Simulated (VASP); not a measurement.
Here is a VASP 6.6.1 calculation.

Contents of INCAR:

```
ALGO     = Normal         # electronic algorithm
EDIFF    = 1E-6           # SCF threshold, eV
ENCUT    = 520            # plane-wave cutoff, eV
GGA      = PS             # functional
ISIF     = 2              # what is computed and relaxed
ISMEAR   = -1             # smearing method
LASPH    = True           # aspherical terms in the spheres
LCHARG   = True           # write CHGCAR
LELF     = True           # ELF
LREAL    = False          # projectors in reciprocal space
LVHAR    = True         
LWAVE    = False          # write WAVECAR
NBANDS   = 16             # bands
NELM     = 80             # most SCF steps
PREC     = Accurate       # precision mode
SIGMA    = 0.03           # smearing width, eV
```

The input KPOINTS:

```
k-points
0
Gamma
  14 14 11
```

POSCAR

```
TiB2
1.0
    3.0690606440      0.0000000000      0.0000000000
   -1.5345303220      2.6578844835      0.0000000000
    0.0000000000      0.0000000000      3.2708838193
Ti B
1 2
Direct
    0.0000000000      0.0000000000      0.0000000000
    0.3333333333      0.6666666667      0.5000000000
    0.6666666667      0.3333333333      0.5000000000
```

Potentials or basis: VASP PAW PBE potentials, release 64 (Ti_sv, B).

The run is started by

```bash
$ cat potpaw_PBE.64/Ti_sv/POTCAR potpaw_PBE.64/B/POTCAR > POTCAR
$ mpirun -np 1 vasp_std > vasp.out
```

Problem. Estimate the pressure.

Solution. -13.8 GPa.

Problem. What does it give for the band gap on the k mesh?

Solution. Zero (band 9 reaches 9.93 eV, above the bottom of band 10 at 9.32 eV).

Stress tensor (GPa, compression positive):
```
-13.53   0.00   0.00
  0.00 -13.53   0.00
  0.00   0.00 -14.26
```

Caveat: the PAW data sets were made with another functional, which shifts forces and pressure a little.
